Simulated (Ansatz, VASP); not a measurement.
# Two plane-wave programs on La

Contents of INCAR:

```
PREC = Accurate ; ENCUT = 520
EDIFF = 1E-6 ; ISMEAR = -1
SIGMA = 0.1 ; LREAL = False
LASPH = True ; NELM = 80
ALGO = Normal ; ISIF = 2
LWAVE = False ; LCHARG = False
NBANDS = 30
```

KPOINTS

```
regular mesh
0
Gamma
  5 5 2
```

The input POSCAR:

```
La
1.0
    3.5996230182      0.0000000000      0.0000000000
   -1.7998115091      3.1173649778      0.0000000000
    0.0000000000      0.0000000000     11.5524372057
La
4
Direct
    0.0000000000      1.0000000000      0.0000000000
    1.0000000000      1.0000000000      0.5000000000
    0.3333333333      0.6666666667      0.7500000000
    0.6666666667      0.3333333333      0.2500000000
```

Input for Ansatz:

```yaml
crystal:
  lattice:
    - [3.5996230182, 0.0, 0.0]
    - [-1.7998115091, 3.1173649778, 0.0]
    - [0.0, 0.0, 11.5524372057]
  atoms:
    - { symbol: La, position: [0.0, 1.0, 0.0] }
    - { symbol: La, position: [1.0, 1.0, 0.5] }
    - { symbol: La, position: [0.3333333333, 0.6666666667, 0.75] }
    - { symbol: La, position: [0.6666666667, 0.3333333333, 0.25] }
hamiltonian:
  xc: lda
  pseudopotentials:
    kind: paw
    azcp:
      La: "pseudopotentials/La.paw.azcp"
basis:
  ecutwfc: 420
  fft_grid_basis: typed
kpoints:
  mp_grid: { grid: [5, 5, 2], shift: [0, 0, 0] }
magnetization:
  spin_polarized: false
scf:
  occupations: { method: fermi_dirac, width: 0.1 }
  lower_state_search: "off"
output:
  stress: true
  write_density: true
  write_potential: true
  elf: true
  volumetric_format: npy
```

Alike in both runs: task single point; functional LDA; k mesh 5 × 5 × 2; occupations fermi-dirac, width 0.1 eV; no spin polarisation.

```csv
,VASP,Ansatz
version,VASP 6.6.1,Ansatz 0.2.0
potentials or method,"VASP PAW LDA potentials, release 64 (La), cutoff 520 eV","plane waves (420 eV) with PAW, scalar-relativistic"
valence electrons in the cell,44,44
```

```csv
,VASP,Ansatz,Ansatz less VASP
pressure (GPa),0.3,0.3,+0.08
"traceless stress, the component that is largest in VASP (GPa)",-1.63,-1.64,-0.008
```

Ansatz warns that its potentials were made for another functional, while VASP's fit it. LDA's correlation is that of Perdew and Zunger in VASP and of Perdew and Wang (1992) in Ansatz.

The k mesh is coarse, so the values compare programs but aren't converged. Spin-orbit coupling is off throughout.
